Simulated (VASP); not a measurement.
A run of VASP 6.6.1 is set up as follows.

INCAR

```
PREC = Accurate ; ENCUT = 520
EDIFF = 1E-8 ; ISMEAR = -1
SIGMA = 0.02 ; LREAL = False
LASPH = True ; NELM = 120
ALGO = Normal ; ISIF = 2
LWAVE = False ; LCHARG = False
LEFG = True ; NBANDS = 26
GGA_COMPAT = False
```

The input KPOINTS:

```
regular mesh
0
Gamma
  8 8 5
```

Contents of POSCAR:

```
ZnO
1.0
    3.2493080000      0.0000000000      0.0000000000
   -1.6246540000      2.8139832727      0.0000000000
    0.0000000000      0.0000000000      5.2057090000
Zn O
2 2
Direct
    0.3333333333      0.6666666667      0.4990872424
    0.6666666667      0.3333333333     -0.0009127576
    0.6666666667      0.3333333333      0.3799227576
    0.3333333333      0.6666666667      0.8799227576
```

Potentials or basis: VASP PAW LDA potentials, release 64 (Zn, O).

The run is started by

```bash
$ cat potpaw_LDA.64/Zn/POTCAR potpaw_LDA.64/O/POTCAR > POTCAR
$ mpirun -np 1 vasp_std > vasp.out
```

**Question.** Estimate the largest force.

**Answer.** 0.004 eV/Å.

**Question.** Estimate the band gap on the k mesh.

**Answer.** 0.74 eV.

**Question.** Predict the pressure.

**Answer.** -6.0 GPa.

Electric field gradients, principal values (V/Å²):
```tsv
atom	least	middle	greatest (by size)
1 Zn	-2.541	-2.543	5.084
2 Zn	-2.541	-2.543	5.084
3 O	1.436	1.445	-2.881
4 O	1.436	1.445	-2.881
```

Caveat: the cell stands under tension; without QUAD_EFG the Cq values of the log hold for a quadrupole moment of 1 mb, not for the nuclei.
